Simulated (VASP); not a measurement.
# Ir (Fm-3m) in VASP: further runs

The runs below take Ir through single point, with LDA.

Program: VASP 6.6.1. These are calculated values, not measurements. Logs are shortened: lines on timing, memory, paths and dates and some standing lists are left out, and cuts for length are marked.

### 1 The cell of the first run

Symmetry: Fm-3m, No. 225, cubic system. The conventional cell has a = 3.812 Å, b = 3.812 Å, c = 3.812 Å, α = 90.00°, β = 90.00°, γ = 90.00°. Ir (site symmetry m-3m) has 12 Ir at 2.70 Å within 3.6 Å.

### 2 Single point, LDA

Contents of INCAR:

```
SYSTEM = Ir
ALGO = Normal
EDIFF = 1E-6
ENCUT = 520
GGA = CA
ISIF = 2
ISMEAR = -1
LASPH = .True.
LCHARG = .True.
LELF = .True.
LREAL = .False.
LVHAR = .True.
LWAVE = .False.
NBANDS = 20
NELM = 80
PREC = Accurate
SIGMA = 0.08
```

Contents of KPOINTS:

```
k-points
0
Gamma
  15 15 6
  0 0 0
```

Contents of POSCAR:

```
Ir
1.0
    0.0000000000      1.9059363364     -1.9059363364
   -1.9059363364      0.0000000000      1.9059363364
    3.8118726728      3.8118726728      3.8118726728
Ir
3
Direct
    0.0000000000      0.0000000000      0.0000000000
    0.3333333330      0.6666666670      0.3333333330
    0.6666666670      0.3333333330      0.6666666670
```

Potentials or basis: VASP PAW LDA potentials, release 64 (Ir).

Launch:

```sh
cat potpaw_LDA.64/Ir/POTCAR > POTCAR
mpirun -np 1 vasp_std > vasp.out
```

OUTCAR:

```text
SYSTEM = Ir
   EDIFF = 1E-6
   ENCUT = 520
   GGA = CA
   ISIF = 2
   ISMEAR = -1
   LASPH = .True.
   LREAL = .False.
   NELM = 80
   PREC = Accurate

 ion  position               nearest neighbor table
   1  0.000  0.000  0.000-   2 2.70   3 2.70   3 2.70   2 2.70   3 2.70   2 2.70
   2  0.333  0.667  0.333-   1 2.70   1 2.70   1 2.70   3 2.70   3 2.70   3 2.70
   3  0.667  0.333  0.667-   1 2.70   1 2.70   1 2.70   2 2.70   2 2.70   2 2.70

  LATTYP: Found a hexagonal cell.
 ALAT       =     2.6954010160
 C/A-ratio  =     2.4494897428

  Lattice vectors:

 A1 = (   0.0000000000,   1.9059363364,  -1.9059363364)
 A2 = (  -1.9059363364,   0.0000000000,   1.9059363364)
 A3 = (   3.8118726728,   3.8118726728,   3.8118726728)

Analysis of symmetry for initial positions (statically):
=====================================================================
 Subroutine PRICEL returns following result:

  LATTYP: Found a face centered cubic cell.
 ALAT       =     3.8118726690

  Lattice vectors:

 A1 = (   1.9059363345,   1.9059363345,   0.0000000000)
 A2 = (  -0.0000000019,   1.9059363345,   1.9059363364)
 A3 = (   1.9059363402,   0.0000000038,   1.9059363364)

   3 primitive cells build up your supercell.

 Routine SETGRP: Setting up the symmetry group for a
 hexagonal supercell.

 Subroutine GETGRP returns: Found 12 space group operations
 (whereof 12 operations were pure point group operations)
 out of a pool of 24 trial point group operations.

The static configuration has the point symmetry D_3d.

Analysis of symmetry for dynamics (positions and initial velocities):
=====================================================================
 Subroutine PRICEL returns following result:

  LATTYP: Found a face centered cubic cell.
 ALAT       =     3.8118726690

  Lattice vectors:

 A1 = (   1.9059363345,   1.9059363345,   0.0000000000)
 A2 = (  -0.0000000019,   1.9059363345,   1.9059363364)
 A3 = (   1.9059363402,   0.0000000038,   1.9059363364)

   3 primitive cells build up your supercell.

 Routine SETGRP: Setting up the symmetry group for a
 hexagonal supercell.

 Subroutine GETGRP returns: Found 12 space group operations
 (whereof 12 operations were pure point group operations)
 out of a pool of 24 trial point group operations.

The dynamic configuration has the point symmetry D_3d.

 Subroutine INISYM returns: Found 12 space group operations
 (whereof 12 operations are pure point group operations),
 and found     3 'primitive' translations

----------------------------------------------------------------------------------------

                                     Primitive cell

  volume of cell :      13.8470

  direct lattice vectors                    reciprocal lattice vectors
     1.905936334  1.905936334  0.000000000     0.262338248  0.262338249 -0.262338249
    -0.000000002  1.905936334  1.905936336    -0.262338248  0.262338248  0.262338248
     1.905936340  0.000000004  1.905936336     0.262338248 -0.262338248  0.262338248

  length of vectors
     2.695401013  2.695401015  2.695401019     0.454383176  0.454383175  0.454383175

  position of ions in fractional coordinates (direct lattice)
     0.000000000  0.000000000  0.000000000

  ion indices of the primitive-cell ions
   primitive index   ion index
                 1           1

----------------------------------------------------------------------------------------

 KPOINTS: k-points

Automatic generation of k-mesh.
 Grid dimensions read from file:
 generate k-points for:   15   15    6

 Generating k-lattice:

  Cartesian coordinates                     Fractional coordinates (reciprocal lattice)
    -0.011659478  0.023318955 -0.011659478     0.066666667  0.000000000  0.000000000
    -0.023318955  0.011659478  0.011659478     0.000000000  0.066666667  0.000000000
     0.014574347  0.014574347  0.014574347     0.000000000  0.000000000  0.166666667

  Length of vectors
     0.028559771  0.028559771  0.025243510

  Shift w.r.t. Gamma in fractional coordinates (k-lattice)
     0.000000000  0.000000000  0.000000000

 Subroutine IBZKPT returns following result:
 ===========================================

 Found    146 irreducible k-points:

 Following reciprocal coordinates:
            Coordinates               Weight
  0.000000  0.000000  0.000000      1.000000
  0.066667  0.000000  0.000000      6.000000
  0.133333  0.000000  0.000000      6.000000
  0.200000  0.000000  0.000000      6.000000
  0.266667  0.000000  0.000000      6.000000
  0.333333  0.000000  0.000000      6.000000
[... 16 lines left out ...]
  0.333333  0.200000  0.000000     12.000000
  0.400000  0.200000 -0.000000      6.000000
 [... further k-points ...]
   k-points           NKPTS =    146   k-points in BZ     NKDIM =    146   number of bands    NBANDS=     20
   number of dos      NEDOS =    301   number of ions     NIONS =      3
   total plane-waves  NPLWV =  20000
   dimension x,y,z NGX =    20 NGY =   20 NGZ =   50
   dimension x,y,z NGXF=    40 NGYF=   40 NGZF=  100
   ions per type =               3
   NGX,Y,Z   is equivalent  to a cutoff of  12.34, 12.34, 12.59 a.u.
   NGXF,Y,Z  is equivalent  to a cutoff of  24.67, 24.67, 25.18 a.u.
 SYSTEM =  Ir
   PREC   = accura    normal or accurate (medium, high low for compatibility)
   ISTART =      0    job   : 0-new  1-cont  2-samecut
   ICHARG =      2    charge: 1-file 2-atom 10-const
   ISPIN  =      1    spin polarized calculation?
   LNONCOLLINEAR =      F non collinear calculations
   LSORBIT =      F    spin-orbit coupling
   LASPH  =      T    aspherical Exc in radial PAW
   ENCUT  =  520.0 eV  38.22 Ry    6.18 a.u.   5.01  5.01 12.28*2*pi/ulx,y,z
   NELM   =     80;   NELMIN=  2; NELMDL= -5     # of ELM steps
   EDIFF  = 0.1E-05   stopping-criterion for ELM
   LREAL  =      F    real-space projection
   EDIFFG = 0.1E-04   stopping-criterion for IOM
   NSW    =      0    number of steps for IOM
   IBRION =     -1    ionic relax: 0-MD 1-quasi-New 2-CG
   NFREE  =      0    steps in history (QN), initial steepest desc. (CG)
   ISIF   =      2    stress and relaxation
   ISYM   =      2    0-nonsym 1-usesym 2-fastsym
   POTIM  = 0.5000    time-step for ionic-motion
   TEBEG  =    0.0;   TEEND  =   0.0 temperature during run
   PSTRESS=    0.0 pullay stress
   NELECT =      27.0000    total number of electrons
   NUPDOWN=      -1.0000    fix difference up-down
   EMIN   =  10.00;   EMAX   =-10.00  energy-range for DOS
   EFERMI =   0.00;   METHOD = LEGACY
   ISMEAR =    -1;   SIGMA  =   0.08  broadening in eV -4-tet -1-fermi 0-gaus
   EFERMI_NEDOS =   21; number of points for ismear=-14 and -15
   IALGO  =     38    algorithm
   IMIX   =      4    mixing-type and parameters
     AMIX     =   0.40;   BMIX     =  1.00
     AMIX_MAG =   1.60;   BMIX_MAG =  1.00
  volume/ion in A,a.u.               =      13.85        93.44
  Fermi-wavevector in a.u.,A,eV,Ry     =   1.418090  2.679802 27.361053  2.010981
  Thomas-Fermi vector in A             =   2.539252
   LORBIT       =      0    0 simple, 1 ext, 2 COOP (PROOUT), +10 PAW based schemes
   GGA     = CA    functional components
   LHFCALC =     F    Hartree Fock is set to
   AEXX    =    0.0000 exact exchange contribution
   IVDW    =     0    specifies the selected vdW correction
   LEPSILON=     F    determine dielectric tensor
   LRPA    =     F    only Hartree local field effects (RPA)
 non-spin polarized calculation
  energy-cutoff  :      520.00
  volume of cell :       41.54
 maximum number of plane-waves:      1149
   NGX =  9   NGY =  9   NGZ = 25

 number of electron      27.0000001 magnetization

 Free energy of the ion-electron system (eV)
  ---------------------------------------------------
  ext. energy  EPLUGINS =         0.00000000
  ---------------------------------------------------
  free energy    TOTEN  =       -31.01253303 eV

  energy without entropy =      -30.96060374  energy(sigma->0) =      -30.98656838

 E-fermi :  10.6967     XC(G=0): -14.2639

 val. band max:       10.6964123788   @ k =   0.0000   0.4000   0.3333
 cond. band min:      10.6979206739   @ k =  -0.0667   0.4000   0.1667
 fundamental gap:      0.0015082951
 Fermi energy:        10.6967047390

 k-point     1 :       0.0000    0.0000    0.0000
  band No.  band energies     occupation
      1      -0.6452      2.00000
      2       2.2406      2.00000
      3       2.2406      2.00000
      4       6.6433      2.00000
      5       6.6433      2.00000
      6       6.6463      2.00000
[... 12 lines left out ...]
     19      22.1517      0.00000
     20      22.1517      0.00000

 k-point     2 :       0.0667    0.0000    0.0000
  band No.  band energies     occupation
      1      -0.4649      2.00000
      2       2.4131      2.00000
      3       2.4231      2.00000
      4       6.5343      2.00000
      5       6.7188      2.00000
      6       6.7256      2.00000
[... 12 lines left out ...]
     19      22.2467      0.00000
     20      22.2574      0.00000

 k-point     3 :       0.1333    0.0000    0.0000
  band No.  band energies     occupation
      1       0.0540      2.00000
      2       2.8555      2.00000
      3       2.9529      2.00000
      4       5.9662      2.00000
      5       6.2051      2.00000
      6       6.2541      2.00000
[... 12 lines left out ...]
     19      22.4209      0.00000
     20      22.5017      0.00000

 k-point     4 :       0.2000    0.0000    0.0000
  band No.  band energies     occupation
      1       0.8374      2.00000
      2       3.3000      2.00000
      3       3.7182      2.00000
      4       5.0696      2.00000
      5       5.6820      2.00000
      6       5.9248      2.00000
[... 429 lines left out ...]
 k-point    23 :       0.3333    0.2000    0.0000
  band No.  band energies     occupation
      1       3.3244      2.00000
      2       4.0878      2.00000
      3       4.1001      2.00000
      4       4.1077      2.00000
      5       5.0990      2.00000
      6       5.6442      2.00000
[... 12 lines left out ...]
     19      17.6282      0.00000
     20      18.5578      0.00000

 k-point    24 :       0.4000    0.2000   -0.0000
  band No.  band energies     occupation
      1       3.2234      2.00000
      2       4.0291      2.00000
      3       4.1302      2.00000
      4       4.1302      2.00000
      5       5.3012      2.00000
      6       5.3012      2.00000
[... 12 lines left out ...]
     19      18.0978      0.00000
     20      19.3915      0.00000

 [... further k-points ...]
[... 5 lines left out ...]
  --------------------------------------------------------------------------------------
  -------------------------------------------------------------------------------------
  Total        0.6150855      0.6150855      0.6150855      0.0412949      0.0412949      0.0412949
  in kB       23.7230022     23.7230022     23.7230022      1.5926875      1.5926875      1.5926875
  external PRESSURE =      23.7230022 kB  Pullay stress =       0.0000000 kB

 VOLUME and BASIS-vectors are now :
 -----------------------------------------------------------------------------
  energy-cutoff  :      520.00
  volume of cell :       41.54
      direct lattice vectors                 reciprocal lattice vectors
     0.000000000  1.905936336 -1.905936336    -0.174892166  0.349784331 -0.174892166
    -1.905936336  0.000000000  1.905936336    -0.349784331  0.174892166  0.174892166
     3.811872673  3.811872673  3.811872673     0.087446083  0.087446083  0.087446083

 POSITION                                       TOTAL-FORCE (eV/Angst)
 -----------------------------------------------------------------------------------
      0.00000      0.00000      0.00000         0.000000      0.000000     -0.000000
     -0.00000      1.90594      1.90594        -0.000000     -0.000000      0.000000
      1.90594      3.81187      1.90594        -0.000000      0.000000     -0.000000
 -----------------------------------------------------------------------------------
    total drift:                               -0.000000     -0.000000      0.000000

  FREE ENERGIE OF THE ION-ELECTRON SYSTEM (eV)
  ---------------------------------------------------
  free  energy   TOTEN  =       -31.0125330253 eV

  energy  without entropy=      -30.9606037353  energy(sigma->0) =      -30.98656838
```

Wall time 2 min (1 thread of Intel Xeon Platinum 8375C at 2.90GHz (Ice Lake), shared host); peak memory 0.21 GiB.

What came out:

```
Free energy            : -31.0125 eV
Pressure               : 2.4 GPa
Band gap on the k mesh : zero (an odd number of electrons rules out a gap without spin polarisation)
```

Levels at points of the mesh, in eV from the Fermi level:
```csv
k point,band 11,band 12,band 13,band 14,band 15,band 16
"(0.00, 0.00, 0.00)",-3.60,-3.60,-1.23,-1.23,-0.24,-0.24
"(0.00, 0.00, 0.50)",-3.65,-1.40,-1.40,-1.40,-1.40,-0.77
```

Caveat: spin-orbit coupling is left out, which moves the levels of the heavy elements.

### 3 Single point, LDA

Contents of INCAR:

```
ALGO     = Normal         # electronic algorithm
EDIFF    = 1E-6           # SCF threshold, eV
ENCUT    = 520            # plane-wave cutoff, eV
ISIF     = 2              # what is computed and relaxed
ISMEAR   = -1             # smearing method
LASPH    = True           # aspherical terms in the spheres
LCHARG   = False          # write CHGCAR
LREAL    = False          # projectors in reciprocal space
LWAVE    = False          # write WAVECAR
NBANDS   = 20             # bands
NELM     = 100            # most SCF steps
PREC     = Accurate       # precision mode
SIGMA    = 0.08           # smearing width, eV
```

Contents of KPOINTS:

```
k-points
0
Gamma
  15 15 6
```

POSCAR is that of step 2.

Potentials or basis: VASP PAW LDA potentials, release 64 (Ir).

Launch:

```sh
cat potpaw_LDA.64/Ir/POTCAR > POTCAR
mpirun -np 1 vasp_std > vasp.out
```

Run time: 1.9 min. Hardware: 1 thread of Intel Xeon Platinum 8375C at 2.90GHz (Ice Lake), shared host; peak memory 0.21 GiB.

Results (log left out):

```
Free energy            : -31.0125 eV
Pressure               : 2.4 GPa
Band gap on the k mesh : zero (an odd number of electrons rules out a gap without spin polarisation)
```

Levels at points of the mesh, in eV from the Fermi level:
```
           k point  band 11  band 12  band 13  band 14  band 15  band 16
(0.00, 0.00, 0.00)    -3.60    -3.60    -1.23    -1.23    -0.24    -0.24
(0.00, 0.00, 0.50)    -3.65    -1.40    -1.40    -1.40    -1.40    -0.77
```

Caveat: spin-orbit coupling is left out, which moves the levels of the heavy elements.
